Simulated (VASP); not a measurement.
Write the native input for VASP 6.6.1 that does the following.

- Task: single point
- Functional: PBE
- Potentials or basis: VASP PAW PBE potentials, release 64 (Li_sv, Gd)
- Cutoff: 520 eV
- k mesh: 16 × 16 × 16
- Occupations: gaussian, width 0.1 eV
- Spin: collinear spin, ferromagnetic start
- Starting moments: [0.0, 7.93] μB
- Dipole correction: no
- Further INCAR settings: ALGO = Normal; EDIFF = 1e-06; NBANDS = 22

The structure of LiGd lies in POSCAR:

```
LiGd
1.0
    3.7499138130      0.0000000000      0.0000000000
    0.0000000000      3.7499138130      0.0000000000
    0.0000000000      0.0000000000      3.7499138130
Li Gd
1 1
Direct
    0.5000000000      0.5000000000      0.5000000000
    0.0000000000      0.0000000000      0.0000000000
```

The input as run:

INCAR

```
SYSTEM = LiGd
PREC = Accurate
ENCUT = 520
EDIFF = 1E-6
ISMEAR = 0
SIGMA = 0.1
LREAL = .FALSE.
LASPH = .TRUE.
NELM = 150
ALGO = Normal
ISIF = 2
LWAVE = .FALSE.
LCHARG = .TRUE.
ISPIN = 2
MAGMOM = 0 7.93
LORBIT = 11
LMAXMIX = 6
GGA = PE
LELF = .TRUE.
LVHAR = .TRUE.
NBANDS = 22
```

KPOINTS

```
regular mesh
0
G
  16 16 16
  0 0 0
```

Potentials or basis: VASP PAW PBE potentials, release 64 (Li_sv, Gd).

Run with:

```bash
$ cat potpaw_PBE.64/Li_sv/POTCAR potpaw_PBE.64/Gd/POTCAR > POTCAR
$ mpirun -np 1 vasp_std > vasp.out
```

Results of the run:

```yaml
Net_moment: 7.73 μB per cell
Site_moments: Li +0.01; Gd +6.98 μB
Valence_electrons_inside_the_program's_atomic_spheres: Li 2.10; Gd 15.16
```

It took 8.3 min on 1 thread of AMD EPYC 9R45 (Zen 5) (shared host), peak memory 0.38 GiB.
